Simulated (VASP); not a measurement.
# Al32O (a cell with a defect) in VASP: single point with PBE

Aim: the single point of Al32O (a cell with a defect) with PBE.

Everything below comes from runs of VASP 6.6.1. Logs are shortened: lines on timing, memory, paths and dates and some standing lists are left out, and cuts for length are marked.

## (1) The cell of the first run

The cell holds a defect, 33 atoms: a = 8.100 Å, b = 8.100 Å, c = 8.100 Å, α = 90.00°, β = 90.00°, γ = 90.00°.

## (2) Single point, PBE

INCAR reads:

```
PREC = Accurate
ENCUT = 520
EDIFF = 1E-7
ISMEAR = 0
SIGMA = 0.15
LREAL = Auto
LASPH = True
NELM = 80
ALGO = Normal
ISIF = 2
LWAVE = False
LCHARG = False
GGA = PE
NBANDS = 73
```

KPOINTS reads:

```
Automatic mesh
0
Gamma
  3 3 3
```

POSCAR reads:

```
Al32O
1.0
    8.1000000000      0.0000000000      0.0000000000
    0.0000000000      8.1000000000      0.0000000000
    0.0000000000      0.0000000000      8.1000000000
Al O
32 1
Direct
    0.4993836909      0.0064911757     -0.0034620496
    0.7432832701      0.2503830749     -0.0034563073
    0.7433042723      0.0064592802      0.2460164233
   -0.0045306582      0.0063824861     -0.0046026918
    0.2472579215      0.2505267979     -0.0045606875
    0.4992585486      0.5025597120     -0.0045635954
    0.7434227257      0.7542891432     -0.0046050979
    0.2472118320      0.0063944304      0.2471521818
    0.4993808871      0.2504350137      0.2460480575
    0.7434046122      0.5025684709      0.2471873501
    0.4976649899      0.0047783708      0.4975742017
    0.7450316729      0.2521021391      0.4975976620
    0.7450505687      0.0047041861      0.7449621643
   -0.0139669652      0.4930202186     -0.0139950345
    0.2566618351      0.7637772743     -0.0140312929
   -0.0045048406      0.2505254665      0.2472020966
    0.2566265787      0.4931867389      0.2566080324
    0.4992406690      0.7543234365      0.2471701893
   -0.0033883202      0.0064601173      0.4993049870
    0.2461083334      0.2504209033      0.4993354269
    0.4993938004      0.5037030059      0.4993309598
    0.7433297984      0.7531628308      0.4993100905
    0.2461187117      0.0064504943      0.7432346687
    0.4976665664      0.2521193800      0.7449934269
    0.7433540436      0.5036500664      0.7432781181
   -0.0139892713      0.7637714392      0.2565615508
   -0.0045000851      0.5025579157      0.4991880808
    0.2472397704      0.7543187102      0.4991806227
   -0.0033809791      0.2503805700      0.7432428712
    0.2472342888      0.5025708830      0.7433638666
    0.4993964880      0.7531666810      0.7432486610
   -0.0045240515      0.7542761903      0.7433447101
    0.1213083955      0.6284631968      0.1212397565
```

Potentials or basis: VASP PAW PBE potentials, release 64 (Al, O).

On the command line:

```
$ cat potpaw_PBE.64/Al/POTCAR potpaw_PBE.64/O/POTCAR > POTCAR
$ mpirun -np 1 vasp_std > vasp.out
```

OUTCAR:

```text
PREC = Accurate
   ENCUT = 520
   EDIFF = 1E-7
   ISMEAR = 0
   LREAL = Auto
   LASPH = True
   NELM = 80
   ISIF = 2
   GGA = PE

 ion  position               nearest neighbor table
   1  0.499  0.006  0.997-  15 2.78   2 2.79   3 2.83   9 2.83   5 2.84   7 2.84  24 2.85  13 2.85
                             8 2.88  18 2.88  23 2.90  31 2.90
   2  0.743  0.250  0.997-  14 2.78   1 2.79   3 2.83   9 2.83   4 2.84   6 2.84  24 2.85  13 2.85
                            10 2.88  16 2.88  25 2.90  29 2.90
   3  0.743  0.006  0.246-  26 2.78   9 2.79   2 2.83   1 2.83  18 2.84  16 2.84  11 2.85  12 2.85
                             4 2.88   7 2.88  22 2.90  19 2.90
   4  0.995  0.006  0.995-   5 2.84  16 2.84  29 2.84   2 2.84  13 2.87   3 2.88  23 2.88   8 2.88
                             7 2.89  32 2.89  26 2.89  15 2.89
   5  0.247  0.251  0.995-   8 2.84   4 2.84   1 2.84  23 2.84  24 2.87   9 2.88  29 2.88  16 2.88
                             6 2.89  30 2.89  14 2.89  17 2.89
   6  0.499  0.503  0.995-   7 2.84  10 2.84   2 2.84  25 2.84  24 2.87   9 2.88  31 2.88  18 2.88
                             5 2.89  30 2.89  17 2.89  15 2.89
   7  0.743  0.754  0.995-   6 2.84  18 2.84  31 2.84   1 2.84  13 2.87  25 2.88   3 2.88  10 2.88
                            32 2.89   4 2.89  26 2.89  14 2.89
   8  0.247  0.006  0.247-   5 2.84  16 2.84   9 2.84  20 2.84  11 2.87  19 2.88   1 2.88   4 2.88
                            18 2.89  28 2.89  15 2.89  26 2.89
   9  0.499  0.250  0.246-  17 2.78   3 2.79   2 2.83   1 2.83  10 2.84   8 2.84  11 2.85  12 2.85
[... 32 lines left out ...]
                            32 2.88   7 2.88   2 2.90  29 2.90
  26  0.986  0.764  0.257-  33 1.90   3 2.78  22 2.78  19 2.78   7 2.89   4 2.89  10 2.89   8 2.89
                            27 2.89  28 2.89  17 3.10  15 3.10  14 3.10
  27  0.995  0.503  0.499-  32 2.84  30 2.84  29 2.84  25 2.84  12 2.87  20 2.88  22 2.88  28 2.88
                            16 2.89  10 2.89  17 2.89  26 2.89
  28  0.247  0.754  0.499-  32 2.84  30 2.84  23 2.84  31 2.84  11 2.87  19 2.88  21 2.88  27 2.88
                            18 2.89   8 2.89  17 2.89  26 2.89
  29  0.997  0.250  0.743-  14 2.78  19 2.79  20 2.83  23 2.83   4 2.84  27 2.84  12 2.85  13 2.85
                            30 2.88   5 2.88  25 2.90   2 2.90
  30  0.247  0.503  0.743-  27 2.84  28 2.84  20 2.84  21 2.84  24 2.87  31 2.88  29 2.88  32 2.88
                             6 2.89   5 2.89  15 2.89  14 2.89
  31  0.499  0.753  0.743-  15 2.78  22 2.79  21 2.83  25 2.83   7 2.84  28 2.84  13 2.85  11 2.85
                            30 2.88   6 2.88  23 2.90   1 2.90
  32  0.995  0.754  0.743-  27 2.84  28 2.84  22 2.84  19 2.84  13 2.87  25 2.88  23 2.88  30 2.88
                             7 2.89   4 2.89  15 2.89  14 2.89
  33  0.121  0.628  0.121-  26 1.90  15 1.90  14 1.90  17 1.90

  LATTYP: Found a simple cubic cell.
 ALAT       =     8.1000000000

  Lattice vectors:

 A1 = (   8.1000000000,   0.0000000000,   0.0000000000)
 A2 = (   0.0000000000,   8.1000000000,   0.0000000000)
 A3 = (   0.0000000000,   0.0000000000,   8.1000000000)

Analysis of symmetry for initial positions (statically):
=====================================================================
 Subroutine PRICEL returns:
 Original cell was already a primitive cell.

 Routine SETGRP: Setting up the symmetry group for a
 simple cubic supercell.

 Subroutine GETGRP returns: Found  1 space group operations
 (whereof  1 operations were pure point group operations)
 out of a pool of 48 trial point group operations.

The static configuration has the point symmetry C_1 .

Analysis of symmetry for dynamics (positions and initial velocities):
=====================================================================
 Subroutine PRICEL returns:
 Original cell was already a primitive cell.

 Routine SETGRP: Setting up the symmetry group for a
 simple cubic supercell.

 Subroutine GETGRP returns: Found  1 space group operations
 (whereof  1 operations were pure point group operations)
 out of a pool of 48 trial point group operations.

The dynamic configuration has the point symmetry C_1 .

 Subroutine INISYM returns: Found  1 space group operations
 (whereof  1 operations are pure point group operations),
 and found     1 'primitive' translations

----------------------------------------------------------------------------------------

                                     Primitive cell

  volume of cell :     531.4410

  direct lattice vectors                    reciprocal lattice vectors
     8.100000000  0.000000000  0.000000000     0.123456790  0.000000000  0.000000000
     0.000000000  8.100000000  0.000000000     0.000000000  0.123456790  0.000000000
     0.000000000  0.000000000  8.100000000     0.000000000  0.000000000  0.123456790

  length of vectors
     8.100000000  8.100000000  8.100000000     0.123456790  0.123456790  0.123456790

  position of ions in fractional coordinates (direct lattice)
     0.499383691  0.006491176  0.996537950
     0.743283270  0.250383075  0.996543693
     0.743304272  0.006459280  0.246016423
     0.995469342  0.006382486  0.995397308
     0.247257922  0.250526798  0.995439312
     0.499258549  0.502559712  0.995436405
[... 25 lines left out ...]
     0.995475949  0.754276190  0.743344710
     0.121308396  0.628463197  0.121239757

  ion indices of the primitive-cell ions
   primitive index   ion index
                 1           1
                 2           2
                 3           3
                 4           4
                 5           5
                 6           6
[... 25 lines left out ...]
                32          32
                33          33

----------------------------------------------------------------------------------------

 KPOINTS: Automatic mesh

Automatic generation of k-mesh.
 Grid dimensions read from file:
 generate k-points for:    3    3    3

 Generating k-lattice:

  Cartesian coordinates                     Fractional coordinates (reciprocal lattice)
     0.041152263  0.000000000  0.000000000     0.333333333  0.000000000  0.000000000
     0.000000000  0.041152263  0.000000000     0.000000000  0.333333333  0.000000000
     0.000000000  0.000000000  0.041152263     0.000000000  0.000000000  0.333333333

  Length of vectors
     0.041152263  0.041152263  0.041152263

  Shift w.r.t. Gamma in fractional coordinates (k-lattice)
     0.000000000  0.000000000  0.000000000

 Subroutine IBZKPT returns following result:
 ===========================================

 Found     14 irreducible k-points:

 Following reciprocal coordinates:
            Coordinates               Weight
  0.000000  0.000000  0.000000      1.000000
  0.333333  0.000000  0.000000      2.000000
  0.000000  0.333333  0.000000      2.000000
  0.000000  0.000000  0.333333      2.000000
  0.333333  0.333333  0.000000      2.000000
  0.000000  0.333333  0.333333      2.000000
  0.333333  0.000000  0.333333      2.000000
 -0.333333  0.333333  0.000000      2.000000
 -0.333333  0.000000  0.333333      2.000000
  0.000000 -0.333333  0.333333      2.000000
  0.333333  0.333333  0.333333      2.000000
 -0.333333  0.333333  0.333333      2.000000
 -0.333333 -0.333333  0.333333      2.000000
  0.333333 -0.333333  0.333333      2.000000
   k-points           NKPTS =     14   k-points in BZ     NKDIM =     14   number of bands    NBANDS=     73
   number of dos      NEDOS =    301   number of ions     NIONS =     33
   total plane-waves  NPLWV = 216000
   dimension x,y,z NGX =    60 NGY =   60 NGZ =   60
   dimension x,y,z NGXF=   120 NGYF=  120 NGZF=  120
   ions per type =              32   1
   NGX,Y,Z   is equivalent  to a cutoff of  12.31, 12.31, 12.31 a.u.
   NGXF,Y,Z  is equivalent  to a cutoff of  24.63, 24.63, 24.63 a.u.
 SYSTEM =  unknown system
   PREC   = accura    normal or accurate (medium, high low for compatibility)
   ISTART =      0    job   : 0-new  1-cont  2-samecut
   ICHARG =      2    charge: 1-file 2-atom 10-const
   ISPIN  =      1    spin polarized calculation?
   LNONCOLLINEAR =      F non collinear calculations
   LSORBIT =      F    spin-orbit coupling
   LASPH  =      T    aspherical Exc in radial PAW
   ENCUT  =  520.0 eV  38.22 Ry    6.18 a.u.  15.06 15.06 15.06*2*pi/ulx,y,z
   NELM   =     80;   NELMIN=  2; NELMDL= -5     # of ELM steps
   EDIFF  = 0.1E-06   stopping-criterion for ELM
   LREAL  =      T    real-space projection
   EDIFFG = 0.1E-05   stopping-criterion for IOM
   NSW    =      0    number of steps for IOM
   IBRION =     -1    ionic relax: 0-MD 1-quasi-New 2-CG
   NFREE  =      0    steps in history (QN), initial steepest desc. (CG)
   ISIF   =      2    stress and relaxation
   ISYM   =      2    0-nonsym 1-usesym 2-fastsym
   POTIM  = 0.5000    time-step for ionic-motion
   TEBEG  =    0.0;   TEEND  =   0.0 temperature during run
   PSTRESS=    0.0 pullay stress
   NELECT =     102.0000    total number of electrons
   NUPDOWN=      -1.0000    fix difference up-down
   EMIN   =  10.00;   EMAX   =-10.00  energy-range for DOS
   EFERMI =   0.00;   METHOD = LEGACY
   ISMEAR =     0;   SIGMA  =   0.15  broadening in eV -4-tet -1-fermi 0-gaus
   EFERMI_NEDOS =   21; number of points for ismear=-14 and -15
   IALGO  =     38    algorithm
   IMIX   =      4    mixing-type and parameters
     AMIX     =   0.40;   BMIX     =  1.00
     AMIX_MAG =   1.60;   BMIX_MAG =  1.00
  volume/ion in A,a.u.               =      16.10       108.68
  Fermi-wavevector in a.u.,A,eV,Ry     =   0.944329  1.784523 12.133087  0.891757
  Thomas-Fermi vector in A             =   2.072123
   LORBIT       =      0    0 simple, 1 ext, 2 COOP (PROOUT), +10 PAW based schemes
   GGA     = PE    functional components
   LHFCALC =     F    Hartree Fock is set to
   AEXX    =    0.0000 exact exchange contribution
   IVDW    =     0    specifies the selected vdW correction
   LEPSILON=     F    determine dielectric tensor
   LRPA    =     F    only Hartree local field effects (RPA)
 non-spin polarized calculation
 Gauss-broadening in eV      SIGMA  =   0.15
  energy-cutoff  :      520.00
  volume of cell :      531.44
 maximum number of plane-waves:     14358
   NGX = 31   NGY = 31   NGZ = 31

 number of electron     102.0000013 magnetization

 Free energy of the ion-electron system (eV)
  ---------------------------------------------------
  ext. energy  EPLUGINS =         0.00000000
  ---------------------------------------------------
  free energy    TOTEN  =      -128.84528804 eV

  energy without entropy =     -128.75032774  energy(sigma->0) =     -128.79780789

 E-fermi :   7.9942     XC(G=0): -10.2355

 val. band max:        7.9741455010   @ k =  -0.3333   0.0000   0.3333
 cond. band min:       8.0628763871   @ k =   0.3333   0.0000   0.0000
 fundamental gap:      0.0887308860
 Fermi energy:         7.9942038343

 k-point     1 :       0.0000    0.0000    0.0000
  band No.  band energies     occupation
      1     -13.2793      2.00000
      2      -2.9603      2.00000
      3      -1.1275      2.00000
      4      -1.1272      2.00000
      5      -1.1270      2.00000
      6      -0.8590      2.00000
[... 913 lines left out ...]
     62       9.8349      0.00000
     63       9.8350      0.00000
 [bands above 63 left out]

------------------------ aborting loop because EDIFF is reached ----------------------------------------

  FORCE on cell =-STRESS in cart. coord.  units (eV):
  Direction    XX          YY          ZZ          XY          YZ          ZX
  --------------------------------------------------------------------------------------
  -------------------------------------------------------------------------------------
  Total        2.7819997      2.7804856      2.7798504      0.0053464      0.0063814     -0.0091416
  in kB        8.3871151      8.3825505      8.3806355      0.0161184      0.0192384     -0.0275600
  external PRESSURE =       8.3834337 kB  Pullay stress =       0.0000000 kB

 VOLUME and BASIS-vectors are now :
 -----------------------------------------------------------------------------
  energy-cutoff  :      520.00
  volume of cell :      531.44
      direct lattice vectors                 reciprocal lattice vectors
     8.100000000  0.000000000  0.000000000     0.123456790  0.000000000  0.000000000
     0.000000000  8.100000000  0.000000000     0.000000000  0.123456790  0.000000000
     0.000000000  0.000000000  8.100000000     0.000000000  0.000000000  0.123456790

 POSITION                                       TOTAL-FORCE (eV/Angst)
 -----------------------------------------------------------------------------------
      4.04501      0.05258      8.07196        -0.000350     -0.002006      0.001229
      6.02059      2.02810      8.07200         0.001859     -0.000140      0.000628
      6.02076      0.05232      1.99273         0.000502     -0.000518      0.003101
      8.06330      0.05170      8.06272         0.002854     -0.004762      0.002279
      2.00279      2.02927      8.06306        -0.003680      0.003331      0.000180
      4.04399      4.07073      8.06303        -0.002457      0.003807      0.000122
[... 25 lines left out ...]
      8.06336      6.10964      6.02109         0.003132     -0.001790      0.004383
      0.98260      5.09055      0.98204         0.004720     -0.002925      0.004551
 -----------------------------------------------------------------------------------
    total drift:                                0.014816     -0.011442      0.019227

  FREE ENERGIE OF THE ION-ELECTRON SYSTEM (eV)
  ---------------------------------------------------
  free  energy   TOTEN  =      -128.8452880423 eV

  energy  without entropy=     -128.7503277391  energy(sigma->0) =     -128.79780789
```

Run time: 70 min. Hardware: 1 thread of Intel Xeon 8259CL, shared host; peak memory 0.66 GiB.

Results:

| Quantity | Value |
| --- | --- |
| Free energy | -128.8453 eV |
| Pressure | 0.8 GPa |
| Largest force | 0.010 eV/Å |
| Band gap on the k mesh | zero (bands 51 and 52 overlap by 0.32 eV) |

Forces in eV/Å, atoms in the order of the input:
```
Al   0.000 -0.002  0.001
Al   0.002  0.000  0.001
Al   0.001 -0.001  0.003
Al   0.003 -0.005  0.002
Al  -0.004  0.003  0.000
Al  -0.002  0.004  0.000
Al   0.004 -0.002  0.003
Al   0.000 -0.004  0.000
Al  -0.001 -0.001 -0.002
Al   0.004  0.000 -0.001
Al  -0.001 -0.003  0.000
Al   0.003  0.002 -0.001
Al   0.000  0.000  0.001
Al  -0.007 -0.001 -0.007
Al   0.003  0.006 -0.007
Al   0.000  0.003 -0.004
Al   0.002 -0.003  0.001
Al  -0.002  0.000 -0.004
Al   0.001 -0.002  0.000
Al  -0.002 -0.001 -0.001
Al   0.000  0.002  0.000
Al   0.001 -0.001 -0.001
Al   0.002  0.000  0.001
Al  -0.001  0.002  0.001
Al  -0.001 -0.002 -0.001
Al  -0.006  0.006  0.005
Al   0.000  0.003 -0.002
Al  -0.004  0.000 -0.002
Al   0.000  0.000  0.001
Al   0.000  0.000  0.004
Al  -0.001  0.000  0.000
Al   0.003 -0.002  0.004
O    0.005 -0.003  0.005
```

The gap in the log of VASP goes by the Fermi energy; the results here count the filled bands.